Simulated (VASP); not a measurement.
## Ba2O (antifluorite type): single point with PBE

Ba2O (antifluorite type):

```xyz
3
Lattice="0.0000 3.4398 3.4398 3.4398 0.0000 3.4398 3.4398 3.4398 0.0000" Properties=species:S:1:pos:R:3 pbc="T T T"
Ba    1.7199    1.7199    1.7199
Ba    5.1597    5.1597    5.1597
O     0.0000    0.0000    0.0000
```

| Quantity | Value |
| --- | --- |
| Program | VASP 6.6.1 |
| Task | single point |
| Functional | PBE |
| Potentials or basis | VASP PAW PBE potentials, release 64 (Ba_sv, O) |
| Cutoff | 520 eV |
| k mesh | 10 × 10 × 10 |
| Occupations | fermi-dirac, width 0.0612256 eV |
| Spin | no spin polarisation |
| Dipole correction | no |
| Further INCAR settings | ALGO = Normal; EDIFF = 1e-06; NBANDS = 20 |

- Pressure: 0.7 GPa
- Band gap on the k mesh: zero (bands 13 and 14 overlap by 0.54 eV)

Levels at points of the mesh, in eV from the Fermi level:
| k point | band 11 | band 12 | band 13 | band 14 | band 15 | band 16 |
| --- | --- | --- | --- | --- | --- | --- |
| (0.00, 0.00, 0.00) | -4.03 | -4.03 | -1.15 | -0.47 | -0.47 | 1.82 |
| (0.50, 0.00, 0.00) | -3.43 | -3.18 | 0.06 | 1.82 | 1.82 | 3.04 |
| (0.50, 0.50, 0.00) | -3.06 | -3.06 | -1.19 | 0.42 | 1.17 | 1.84 |

Wall time 90 s on 1 thread of Intel(R) Xeon(R) Platinum 8375C CPU @ 2.90GHz (Ice Lake), with other jobs on the host, peak memory 0.24 GiB.

Caveat: spin-orbit coupling is left out, which moves the levels of the heavy elements.
